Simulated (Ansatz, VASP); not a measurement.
# Ge: VASP beside Ansatz

```
CELL_PARAMETERS angstrom
1.48805 -2.59469 0.00000
1.48805 2.59469 0.00000
0.00000 0.00000 4.72760
ATOMIC_POSITIONS crystal
Ge 0.66788 0.30346 0.21120
Ge 0.32640 0.69670 0.74087
```

Alike in both runs: task single point; functional LDA; k mesh 8 × 8 × 4; occupations fermi-dirac, width 0.1 eV; no spin polarisation.

|  | VASP | Ansatz |
| --- | --- | --- |
| version | VASP 6.6.1 | Ansatz 0.2.0 |
| potentials or method | VASP PAW LDA potentials, release 64 (Ge_d), cutoff 520 eV | plane waves, PAW |
| valence electrons in the cell | 28 | 28 |

|  | VASP | Ansatz | Ansatz less VASP |
| --- | --- | --- | --- |
| pressure (GPa) | -0.2 | -0.3 | -0.09 |
| traceless stress, the component that is largest in VASP (GPa) | 4.76 | 4.71 | -0.042 |
| rms of the force components (eV/Å) | 0.282 | 0.274 | -0.0074 |

LDA's correlation is that of Perdew and Zunger in VASP and of Perdew and Wang (1992) in Ansatz. Atom by atom the forces differ by 0.007 eV/Å (rms over components). Ansatz's warnings: stress scf threshold loose.
